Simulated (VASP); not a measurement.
Crystal: Nd2H3.

```
Nd H
1.0
    -3.21262    3.25949    4.26714
     3.21262   -3.25949    4.26714
     3.21262    3.25949   -4.26714
Nd H
4 6
Direct
  0.26938 0.71872 0.98809
  0.26938 0.28128 0.55066
  0.73062 0.28128 0.01191
  0.73062 0.71872 0.44934
  0.48573 0.14131 0.34442
  0.20311 0.85869 0.34442
  0.79689 0.14131 0.65558
  0.51427 0.85869 0.65558
  0.00000 0.50000 0.50000
  0.50000 0.00000 0.50000
```

The cell was generated, and may not be a known phase.

* Program: VASP 6.6.1
* Task: relaxation of cell and atoms
* Functional: PBE
* Potentials or basis: VASP PAW PBE potentials, release 64 (Nd_3, H), 4f in core
* Cutoff: 500 eV
* k mesh: 4 × 4 × 4
* Occupations: gaussian, width 0.2 eV
* Spin: no spin polarisation

At the start: pressure 3.6 GPa; volume 17.87 Å³/atom.

Question: How do energy, volume and symmetry change on relaxing?

Answer: Over 20 steps the energy falls by 559.7 meV/atom and the volume is 16.76 Å³/atom (-6.2 %); space group Immm (No. 71, to 0.1 Å) before, Cmmm (No. 65, to 0.1 Å).

Step by step:
```csv
step,energy change (eV),largest force (eV/Å),pressure (GPa),volume (Å³)
1,0.0000,2.9904,3.64,178.73
2,-2.0498,0.9978,0.37,189.05
3,-2.4746,0.9848,-0.36,196.06
4,-2.4783,0.9948,-0.37,196.71
5,-2.7857,0.9174,-1.54,196.47
6,-3.3500,0.8037,-4.06,195.30
7,-3.5800,1.5353,-4.49,191.06
8,-3.7399,1.5402,-3.76,187.80
9,-3.9503,1.6561,-0.88,178.24
10,-4.1840,1.4267,-0.91,177.09
11,-4.7246,0.8170,-0.73,173.58
12,-4.9521,1.6568,1.12,166.37
13,-5.0217,1.0043,0.17,169.05
14,-5.2926,0.8577,-0.07,168.14
15,-5.5164,0.5876,0.24,165.81
16,-5.5174,0.5979,0.19,165.98
17,-5.5803,0.1551,0.12,166.46
18,-5.5870,0.1242,0.13,166.67
19,-5.5937,0.0808,0.11,167.09
20,-5.5969,0.0696,0.09,167.63
```

Final structure:
```
Nd H
1.0
    -3.19347    3.66784    3.57787
     3.19347   -3.66784    3.57787
     3.19347    3.66784   -3.57787
Nd H
4 6
Direct
  0.25019 0.75000 0.00019
  0.25019 0.25000 0.50019
  0.74981 0.25000 0.99981
  0.74981 0.75000 0.49981
  0.51236 0.25011 0.26225
  0.01213 0.74989 0.26225
  0.98787 0.25011 0.73775
  0.48764 0.74989 0.73775
  0.00000 0.50000 0.50000
  0.50000 0.00000 0.50000
```

Caveat: the relaxation stopped at a loose force limit of 0.08 eV/Å, so its end isn't a converged minimum.
